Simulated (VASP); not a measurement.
# MgS (I-4m2) in VASP: notebook

MgS is run at these levels: PBEsol; tasks: single point.

Program: VASP 6.6.1. These are calculated values, not measurements. Logs are shortened: lines on timing, memory, paths and dates and some standing lists are left out, and cuts for length are marked.

### Step 1. The cell of the first run

The structure is tetragonal, space group I-4m2 (No. 119). The conventional cell has a = 3.606 Å, b = 3.606 Å, c = 5.666 Å, α = 90.00°, β = 90.00°, γ = 90.00°. Within 3.0 Å of Mg (site symmetry -4m2) lie 4 S at 2.29 Å. Within 3.0 Å of S (site symmetry -4m2) lie 4 Mg at 2.29 Å.

### Step 2. Single point, PBEsol (strain -0.1000 x Voigt [1, 1, 0, 0, 0, 0])

INCAR reads:

```
SYSTEM = MgS
  PREC = Accurate
  ENCUT = 520
  EDIFF = 1E-6
  ISMEAR = 0
  SIGMA = 0.05
  LREAL = .False.
  LASPH = .True.
  NELM = 60
  ALGO = Normal
  ISIF = 2
  LWAVE = .False.
  LCHARG = .False.
  GGA = PS
  NBANDS = 11
```

KPOINTS reads:

```
Automatic mesh
0
Gamma
  8 8 8
  0 0 0
```

POSCAR reads:

```
MgS
1.0
    0.0000000000      2.5498080421      2.8331200468
    2.5498080421      0.0000000000      2.8331200468
    2.5498080421      2.5498080421      0.0000000000
Mg S
1 1
Direct
    0.0000000000      0.0000000000      0.0000000000
    0.7500000000      0.7500000000      0.7500000000
```

Potentials or basis: VASP PAW PBE potentials, release 64 (Mg, S).

The run is started by

```sh
$ cat potpaw_PBE.64/Mg/POTCAR potpaw_PBE.64/S/POTCAR > POTCAR
$ mpirun -np 1 vasp_std > vasp.out
```

OUTCAR:

```text
SYSTEM = MgS
   PREC = Accurate
   ENCUT = 520
   EDIFF = 1E-6
   ISMEAR = 0
   LREAL = .False.
   LASPH = .True.
   NELM = 60
   ISIF = 2
   GGA = PS

 ion  position               nearest neighbor table
   1  0.000  0.000  0.000-   2 2.29   2 2.29   2 2.29   2 2.29
   2  0.750  0.750  0.750-   1 2.29   1 2.29   1 2.29   1 2.29

  LATTYP: Found a body centered tetragonal cell.
 ALAT       =     3.6059731146
 C/A-ratio  =     1.5713484026

  Lattice vectors:

 A1 = (  -2.5498080421,   0.0000000000,   2.8331200468)
 A2 = (   2.5498080421,   0.0000000000,   2.8331200468)
 A3 = (   0.0000000000,   2.5498080421,  -2.8331200468)

Analysis of symmetry for initial positions (statically):
=====================================================================
 Subroutine PRICEL returns:
 Original cell was already a primitive cell.

 Routine SETGRP: Setting up the symmetry group for a
 body centered tetragonal supercell.

 Subroutine GETGRP returns: Found  8 space group operations
 (whereof  8 operations were pure point group operations)
 out of a pool of 16 trial point group operations.

The static configuration has the point symmetry D_2d.

Analysis of symmetry for dynamics (positions and initial velocities):
=====================================================================
 Subroutine PRICEL returns:
 Original cell was already a primitive cell.

 Routine SETGRP: Setting up the symmetry group for a
 body centered tetragonal supercell.

 Subroutine GETGRP returns: Found  8 space group operations
 (whereof  8 operations were pure point group operations)
 out of a pool of 16 trial point group operations.

The dynamic configuration has the point symmetry D_2d.

 Subroutine INISYM returns: Found  8 space group operations
 (whereof  8 operations are pure point group operations),
 and found     1 'primitive' translations

----------------------------------------------------------------------------------------

                                     Primitive cell

  volume of cell :      36.8392

  direct lattice vectors                    reciprocal lattice vectors
     0.000000000  2.549808042  2.833120047    -0.196093193  0.196093193  0.176483874
     2.549808042  0.000000000  2.833120047     0.196093193 -0.196093193  0.176483874
     2.549808042  2.549808042  0.000000000     0.196093193  0.196093193 -0.176483874

  length of vectors
     3.811573199  3.811573199  3.605973115     0.328712090  0.328712090  0.328712090

  position of ions in fractional coordinates (direct lattice)
     0.000000000  0.000000000  0.000000000
     0.750000000  0.750000000  0.750000000

  ion indices of the primitive-cell ions
   primitive index   ion index
                 1           1
                 2           2

----------------------------------------------------------------------------------------

 KPOINTS: Automatic mesh

Automatic generation of k-mesh.
 Grid dimensions read from file:
 generate k-points for:    8    8    8

 Generating k-lattice:

  Cartesian coordinates                     Fractional coordinates (reciprocal lattice)
    -0.024511649  0.024511649  0.022060484     0.125000000  0.000000000  0.000000000
     0.024511649 -0.024511649  0.022060484     0.000000000  0.125000000  0.000000000
     0.024511649  0.024511649 -0.022060484    -0.000000000 -0.000000000  0.125000000

  Length of vectors
     0.041089011  0.041089011  0.041089011

  Shift w.r.t. Gamma in fractional coordinates (k-lattice)
     0.000000000  0.000000000  0.000000000

 Subroutine IBZKPT returns following result:
 ===========================================

 Found     59 irreducible k-points:

 Following reciprocal coordinates:
            Coordinates               Weight
  0.000000  0.000000  0.000000      1.000000
  0.125000  0.000000  0.000000      8.000000
  0.250000  0.000000  0.000000      8.000000
  0.375000 -0.000000  0.000000      8.000000
  0.500000  0.000000  0.000000      4.000000
  0.125000  0.125000  0.000000      2.000000
[... 16 lines left out ...]
  0.250000  0.000000  0.125000     16.000000
  0.375000  0.000000  0.125000     16.000000
 [... further k-points ...]
   k-points           NKPTS =     59   k-points in BZ     NKDIM =     59   number of bands    NBANDS=     11
   number of dos      NEDOS =    301   number of ions     NIONS =      2
   total plane-waves  NPLWV =  21952
   dimension x,y,z NGX =    28 NGY =   28 NGZ =   28
   dimension x,y,z NGXF=    56 NGYF=   56 NGZF=   56
   ions per type =               1   1
   NGX,Y,Z   is equivalent  to a cutoff of  12.21, 12.21, 12.91 a.u.
   NGXF,Y,Z  is equivalent  to a cutoff of  24.43, 24.43, 25.82 a.u.
 SYSTEM =  MgS
   PREC   = accura    normal or accurate (medium, high low for compatibility)
   ISTART =      0    job   : 0-new  1-cont  2-samecut
   ICHARG =      2    charge: 1-file 2-atom 10-const
   ISPIN  =      1    spin polarized calculation?
   LNONCOLLINEAR =      F non collinear calculations
   LSORBIT =      F    spin-orbit coupling
   LASPH  =      T    aspherical Exc in radial PAW
   ENCUT  =  520.0 eV  38.22 Ry    6.18 a.u.   7.09  7.09  6.70*2*pi/ulx,y,z
   NELM   =     60;   NELMIN=  2; NELMDL= -5     # of ELM steps
   EDIFF  = 0.1E-05   stopping-criterion for ELM
   LREAL  =      F    real-space projection
   EDIFFG = 0.1E-04   stopping-criterion for IOM
   NSW    =      0    number of steps for IOM
   IBRION =     -1    ionic relax: 0-MD 1-quasi-New 2-CG
   NFREE  =      0    steps in history (QN), initial steepest desc. (CG)
   ISIF   =      2    stress and relaxation
   ISYM   =      2    0-nonsym 1-usesym 2-fastsym
   POTIM  = 0.5000    time-step for ionic-motion
   TEBEG  =    0.0;   TEEND  =   0.0 temperature during run
   PSTRESS=    0.0 pullay stress
   NELECT =       8.0000    total number of electrons
   NUPDOWN=      -1.0000    fix difference up-down
   EMIN   =  10.00;   EMAX   =-10.00  energy-range for DOS
   EFERMI =   0.00;   METHOD = LEGACY
   ISMEAR =     0;   SIGMA  =   0.05  broadening in eV -4-tet -1-fermi 0-gaus
   EFERMI_NEDOS =   21; number of points for ismear=-14 and -15
   IALGO  =     38    algorithm
   IMIX   =      4    mixing-type and parameters
     AMIX     =   0.40;   BMIX     =  1.00
     AMIX_MAG =   1.60;   BMIX_MAG =  1.00
  volume/ion in A,a.u.               =      18.42       124.30
  Fermi-wavevector in a.u.,A,eV,Ry     =   0.984015  1.859518 13.174312  0.968285
  Thomas-Fermi vector in A             =   2.115216
   LORBIT       =      0    0 simple, 1 ext, 2 COOP (PROOUT), +10 PAW based schemes
   GGA     = PS    functional components
   LHFCALC =     F    Hartree Fock is set to
   AEXX    =    0.0000 exact exchange contribution
   IVDW    =     0    specifies the selected vdW correction
   LEPSILON=     F    determine dielectric tensor
   LRPA    =     F    only Hartree local field effects (RPA)
 non-spin polarized calculation
 Gauss-broadening in eV      SIGMA  =   0.05
  energy-cutoff  :      520.00
  volume of cell :       36.84
 maximum number of plane-waves:      1014
   NGX = 15   NGY = 15   NGZ = 13

 number of electron       8.0000001 magnetization

 Free energy of the ion-electron system (eV)
  ---------------------------------------------------
  ext. energy  EPLUGINS =         0.00000000
  ---------------------------------------------------
  free energy    TOTEN  =        -8.52745221 eV

  energy without entropy =       -8.52745221  energy(sigma->0) =       -8.52745221

 E-fermi :   2.8677     XC(G=0):  -9.4172

 val. band max:        2.6562344856   @ k =  -0.1250   0.1250   0.0000
 cond. band min:       5.8544456028   @ k =   0.5000   0.0000   0.5000
 fundamental gap:      3.1982111172
 Fermi energy:         2.8677437386

 k-point     1 :       0.0000    0.0000    0.0000
  band No.  band energies     occupation
      1      -9.5961      2.00000
      2       2.2468      2.00000
      3       2.6241      2.00000
      4       2.6241      2.00000
      5       6.8357      0.00000
      6      10.7732      0.00000
      7      10.9904      0.00000
      8      10.9904      0.00000
      9      12.5080      0.00000
     10      14.7400      0.00000
     11      15.5768      0.00000

 k-point     2 :       0.1250    0.0000    0.0000
  band No.  band energies     occupation
      1      -9.4653      2.00000
      2       1.6478      2.00000
      3       2.2857      2.00000
      4       2.5950      2.00000
      5       7.5461      0.00000
      6      10.6877      0.00000
      7      11.0107      0.00000
      8      11.2348      0.00000
      9      12.2930      0.00000
     10      14.0199      0.00000
     11      16.2595      0.00000

 k-point     3 :       0.2500    0.0000    0.0000
  band No.  band energies     occupation
      1      -9.1180      2.00000
      2       0.1984      2.00000
      3       2.0244      2.00000
      4       2.5308      2.00000
      5       8.2159      0.00000
      6      10.3581      0.00000
      7      11.2494      0.00000
      8      11.4934      0.00000
      9      13.1982      0.00000
     10      13.5837      0.00000
     11      15.8661      0.00000

 k-point     4 :       0.3750   -0.0000    0.0000
  band No.  band energies     occupation
      1      -8.7098      2.00000
      2      -1.0150      2.00000
      3       1.8121      2.00000
      4       2.4747      2.00000
      5       8.0549      0.00000
      6      10.1083      0.00000
      7      11.1163      0.00000
      8      11.8201      0.00000
      9      14.7175      0.00000
     10      14.9331      0.00000
     11      16.3107      0.00000
[... 239 lines left out ...]
 k-point    22 :       0.1250    0.0000    0.1250
  band No.  band energies     occupation
      1      -9.4094      2.00000
      2       1.7928      2.00000
      3       2.0373      2.00000
      4       2.3028      2.00000
      5       7.8184      0.00000
      6      10.3399      0.00000
      7      11.1830      0.00000
      8      11.5469      0.00000
      9      12.5170      0.00000
     10      13.4565      0.00000
     11      16.3854      0.00000

 k-point    23 :       0.2500    0.0000    0.1250
  band No.  band energies     occupation
      1      -9.1237      2.00000
      2       0.6043      2.00000
      3       1.8531      2.00000
      4       2.1943      2.00000
      5       8.4386      0.00000
      6      10.0568      0.00000
      7      11.1942      0.00000
      8      11.5136      0.00000
      9      12.8854      0.00000
     10      13.8473      0.00000
     11      16.9781      0.00000

 k-point    24 :       0.3750    0.0000    0.1250
  band No.  band energies     occupation
      1      -8.7271      2.00000
      2      -0.6254      2.00000
      3       1.6374      2.00000
      4       2.0865      2.00000
      5       8.3773      0.00000
      6      10.1294      0.00000
      7      11.0785      0.00000
      8      11.2984      0.00000
      9      14.2034      0.00000
     10      15.4361      0.00000
     11      17.0295      0.00000

 [... further k-points ...]

------------------------ aborting loop because EDIFF is reached ----------------------------------------

  FORCE on cell =-STRESS in cart. coord.  units (eV):
  Direction    XX          YY          ZZ          XY          YZ          ZX
  --------------------------------------------------------------------------------------
  -------------------------------------------------------------------------------------
  Total        4.0291911      4.0291911      3.8029700      0.0000000      0.0000000     -0.0000000
  in kB      175.2340521    175.2340521    165.3954430      0.0000000      0.0000000     -0.0000000
  external PRESSURE =     171.9545157 kB  Pullay stress =       0.0000000 kB

 VOLUME and BASIS-vectors are now :
 -----------------------------------------------------------------------------
  energy-cutoff  :      520.00
  volume of cell :       36.84
      direct lattice vectors                 reciprocal lattice vectors
     0.000000000  2.549808042  2.833120047    -0.196093193  0.196093193  0.176483874
     2.549808042  0.000000000  2.833120047     0.196093193 -0.196093193  0.176483874
     2.549808042  2.549808042  0.000000000     0.196093193  0.196093193 -0.176483874

 POSITION                                       TOTAL-FORCE (eV/Angst)
 -----------------------------------------------------------------------------------
      0.00000      0.00000      0.00000        -0.000000     -0.000000      0.000000
      3.82471      3.82471      4.24968         0.000000      0.000000     -0.000000
 -----------------------------------------------------------------------------------
    total drift:                               -0.000000     -0.000000      0.000000

  FREE ENERGIE OF THE ION-ELECTRON SYSTEM (eV)
  ---------------------------------------------------
  free  energy   TOTEN  =        -8.5274522115 eV

  energy  without entropy=       -8.5274522115  energy(sigma->0) =       -8.52745221
```

Wall time 19 s (1 thread of Intel Xeon 8259CL, shared host); peak memory 0.17 GiB.

What came out:

| Quantity | Value |
| --- | --- |
| Free energy | -8.5275 eV |
| Pressure | 17.2 GPa |
| Band gap on the k mesh | 3.20 eV, indirect (least direct gap 4.21 eV) |

Stress tensor (GPa, compression positive):
```
17.52  0.00  0.00
 0.00 17.52  0.00
 0.00  0.00 16.54
```

Caveat: the cell differs from its parent crystal (strain -0.1000 x Voigt [1, 1, 0, 0, 0, 0]); the PAW data sets were made with another functional, which shifts forces and pressure a little. A k mesh can miss the band edges.

### Step 3. Single point, PBEsol (strain +0.0875 x Voigt [1, 1, 0, 0, 0, 0])

INCAR reads:

```
SYSTEM = MgS
PREC     = Accurate       ! precision mode
ENCUT    = 520            ! plane-wave cutoff, eV
EDIFF    = 1E-7           ! SCF threshold, eV
ISMEAR   = 0              ! smearing method
SIGMA    = 0.05           ! smearing width, eV
LREAL    = .False.        ! projectors in reciprocal space
LASPH    = .True.         ! aspherical terms in the spheres
NELM     = 100            ! most SCF steps
ALGO     = Normal         ! electronic algorithm
ISIF     = 2              ! what is computed and relaxed
LWAVE    = .False.        ! write WAVECAR
LCHARG   = .False.        ! write CHGCAR
GGA      = PS             ! functional
NBANDS   = 11             ! bands
```

KPOINTS is that of step 2.

POSCAR reads:

```
MgS
1.0
    0.0000000000      3.0810180509      2.8331200468
    3.0810180509      0.0000000000      2.8331200468
    3.0810180509      3.0810180509      0.0000000000
Mg S
1 1
Direct
    0.0000000000      0.0000000000      0.0000000000
    0.7500000000      0.7500000000      0.7500000000
```

Potentials or basis: VASP PAW PBE potentials, release 64 (Mg, S).

The run is started by

```sh
$ cat potpaw_PBE.64/Mg/POTCAR potpaw_PBE.64/S/POTCAR > POTCAR
$ mpirun -np 1 vasp_std > vasp.out
```

OUTCAR:

```text
SYSTEM = MgS
   PREC = Accurate
   ENCUT = 520
   EDIFF = 1E-7
   ISMEAR = 0
   LREAL = .False.
   LASPH = .True.
   NELM = 100
   ISIF = 2
   GGA = PS

 ion  position               nearest neighbor table
   1  0.000  0.000  0.000-   2 2.60   2 2.60   2 2.60   2 2.60
   2  0.750  0.750  0.750-   1 2.60   1 2.60   1 2.60   1 2.60

  LATTYP: Found a body centered tetragonal cell.
 ALAT       =     4.3572175135
 C/A-ratio  =     1.3004262642

  Lattice vectors:

[... 524 lines left out ...]

  FORCE on cell =-STRESS in cart. coord.  units (eV):
  Direction    XX          YY          ZZ          XY          YZ          ZX
  --------------------------------------------------------------------------------------
  -------------------------------------------------------------------------------------
  Total       -2.6720528     -2.6720528     -2.0202889      0.0000000      0.0000000      0.0000000
  in kB      -79.5925028    -79.5925028    -60.1783955      0.0000000      0.0000000      0.0000000
  external PRESSURE =     -73.1211337 kB  Pullay stress =       0.0000000 kB

 VOLUME and BASIS-vectors are now :
 -----------------------------------------------------------------------------
  energy-cutoff  :      520.00
  volume of cell :       53.79
      direct lattice vectors                 reciprocal lattice vectors
     0.000000000  3.081018051  2.833120047    -0.162284022  0.162284022  0.176483874
     3.081018051  0.000000000  2.833120047     0.162284022 -0.162284022  0.176483874
     3.081018051  3.081018051  0.000000000     0.162284022  0.162284022 -0.176483874

 POSITION                                       TOTAL-FORCE (eV/Angst)
 -----------------------------------------------------------------------------------
      0.00000      0.00000      0.00000        -0.000000     -0.000000     -0.000000
      4.62153      4.62153      4.24968         0.000000      0.000000      0.000000
 -----------------------------------------------------------------------------------
    total drift:                                0.000000      0.000000      0.000000

  FREE ENERGIE OF THE ION-ELECTRON SYSTEM (eV)
  ---------------------------------------------------
  free  energy   TOTEN  =        -8.6722981715 eV

  energy  without entropy=       -8.6722981715  energy(sigma->0) =       -8.67229817
```

stdout:

```text
POSCAR found type information on POSCAR MgS
 POSCAR found :  2 types and       2 ions
 scaLAPACK will be used
 -----------------------------------------------------------------------------
|                                                                             |
|                                                                             |
|     You enforced a specific xc type in the INCAR file but a different       |
|     I HOPE YOU KNOW WHAT YOU ARE DOING!                                     |
|                                                                             |
 -----------------------------------------------------------------------------

 LDA part: xc-table for (Slater+PW92), standard interpolation
 POSCAR, INCAR and KPOINTS ok, starting setup
 FFT: planning ... GRIDC
 FFT: planning ... GRID_SOFT
 FFT: planning ... GRID
 WAVECAR not read
 entering main loop
```

Run time: 32 s. Hardware: 1 thread of Intel Xeon 8259CL, shared host; peak memory 0.19 GiB.

Results:

```yaml
Free_energy: -8.6723 eV
Pressure: -7.3 GPa
Band_gap_on_the_k_mesh: 2.38 eV, direct
```

Levels at points of the mesh, in eV from the valence-band top:
```
           k point  band 1  band 2  band 3  band 4  band 5  band 6  band 7  band 8  band 9
(0.00, 0.00, 0.00)  -10.89   -0.17   -0.17    0.00    2.38    7.32    7.32    7.34    9.67
(0.50, 0.00, 0.00)  -10.42   -2.77   -0.56   -0.24    4.20    6.81    7.51    7.59   11.27
(0.50, 0.50, 0.00)  -10.21   -2.29   -1.19   -1.19    3.63    4.73    9.96   10.49   10.49
(0.50, 0.00, 0.50)  -10.30   -2.64   -0.87   -0.85    3.74    5.35    9.11   10.17   11.26
```

Caveat: the cell differs from its parent crystal (strain +0.0875 x Voigt [1, 1, 0, 0, 0, 0]); the PAW data sets were made with another functional, which shifts forces and pressure a little.

[end of part 1 of 2]
